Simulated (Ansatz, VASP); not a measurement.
# One calculation of MgS, two programs

Contents of INCAR:

```
SYSTEM = MgS
PREC     = Accurate       ! precision mode
ENCUT    = 520            ! plane-wave cutoff, eV
EDIFF    = 1E-6           ! SCF threshold, eV
ISMEAR   = -1             ! smearing method
SIGMA    = 0.01           ! smearing width, eV
LREAL    = .False.        ! projectors in reciprocal space
LASPH    = .True.         ! aspherical terms in the spheres
NELM     = 60             ! most SCF steps
ALGO     = Normal         ! electronic algorithm
ISIF     = 2              ! what is computed and relaxed
LWAVE    = .False.        ! write WAVECAR
LCHARG   = .False.        ! write CHGCAR
GGA      = CA             ! functional
NBANDS   = 11             ! bands
```

KPOINTS

```
Automatic mesh
0
Gamma
  8 8 8
  0 0 0
```

Contents of POSCAR:

```
MgS
1.0
   -0.0780495000      2.5626252500      2.5626252500
    2.5626252500     -0.0780495000      2.5626252500
    2.5626252500      2.5626252500     -0.0780495000
Mg S
1 1
Direct
    0.0000000000      0.0000000000      0.0000000000
    0.5000000000      0.5000000000      0.5000000000
```

Input for Ansatz:

```yaml
crystal:
  lattice:
    - [-0.0780495, 2.56262525, 2.56262525]
    - [2.56262525, -0.0780495, 2.56262525]
    - [2.56262525, 2.56262525, -0.0780495]
  atoms:
    - { symbol: Mg, position: [0.0, 0.0, 0.0] }
    - { symbol: S, position: [0.5, 0.5, 0.5] }
kpoints:
  mp_grid: { grid: [8, 8, 8] }
  band_path:
    path:
      - [0.0, 0.0, 0.0]
      - [0.5, 0.5, 0.5]
      - [0.2579113083, 0.5, 0.7420886917]
      - [-0.2579113083, 0.2579113083, 0.5]
      - [0.0, 0.0, 0.5]
      - [0.0, 0.0, 0.0]
      - [-0.3789556542, 0.0, 0.3789556542]
      - [0.0, 0.3789556542, 0.6210443458]
      - [0.0, 0.5, 0.5]
    npoints: 5
scf:
  occupations: { method: fermi_dirac, width: 0.01 }
hamiltonian:
  xc: lda
  pseudopotentials: { kind: all_electron, lapw: { basis_error: 0.00025 } }
output:
  forces: true
  stress: true
  eigenvalues: true
```

Change from the starting cell: equal xy, yz and zx shear strains of -3 %.

Alike in both runs: task single point; functional LDA; k mesh 8 × 8 × 8; occupations fermi-dirac, width 0.01 eV; no spin polarisation.

```csv
,VASP,Ansatz
version,VASP 6.6.1,Ansatz 0.2.0
potentials or method,"VASP PAW LDA potentials, release 64 (Mg, S), cutoff 520 eV","all-electron LAPW, scalar-relativistic"
```

|  | VASP | Ansatz | Ansatz less VASP |
| --- | --- | --- | --- |
| gap on the k mesh at the Fermi level (eV) | 2.26 | 2.27 | +0.004 |
| pressure (GPa) | -3.8 | -3.2 | +0.60 |
| traceless stress, the component that is largest in VASP (GPa) | 1.56 | 1.56 | +0.002 |

LDA's correlation is that of Perdew and Zunger in VASP and of Perdew and Wang (1992) in Ansatz. Ansatz ran all-electron here, and VASP with PAW potentials.
